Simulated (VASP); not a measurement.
Input of a VASP 6.6.1 run:

Contents of INCAR:

```
ALGO = Normal
EDIFF = 1E-6
ENCUT = 520
GGA = PE
ISIF = 2
ISMEAR = 0
LASPH = T
LCHARG = T
LELF = T
LREAL = F
LVHAR = T
LWAVE = F
NBANDS = 14
NELM = 100
PREC = Accurate
SIGMA = 0.1
```

Contents of KPOINTS:

```
k-points
0
Gamma
  14 14 14
```

POSCAR

```
Na
1.0
    0.0000000000      3.7917977989      3.7917977989
    3.7917977989      0.0000000000      3.7917977989
    3.7917977989      3.7917977989      0.0000000000
Na
2
Direct
    0.5000000000      0.5000000000      0.5000000000
    0.7500000000      0.7500000000      0.7500000000
```

Potentials or basis: VASP PAW PBE potentials, release 64 (Na_pv).

Run with:

```bash
$ cat potpaw_PBE.64/Na_pv/POTCAR > POTCAR
$ mpirun -np 1 vasp_std > vasp.out
```

Problem. Predict the pressure.

Solution. 0.0 GPa.

Problem. Estimate the band gap on the k mesh.

Solution. Zero (band 7 reaches -0.23 eV, above the bottom of band 8 at -0.91 eV).
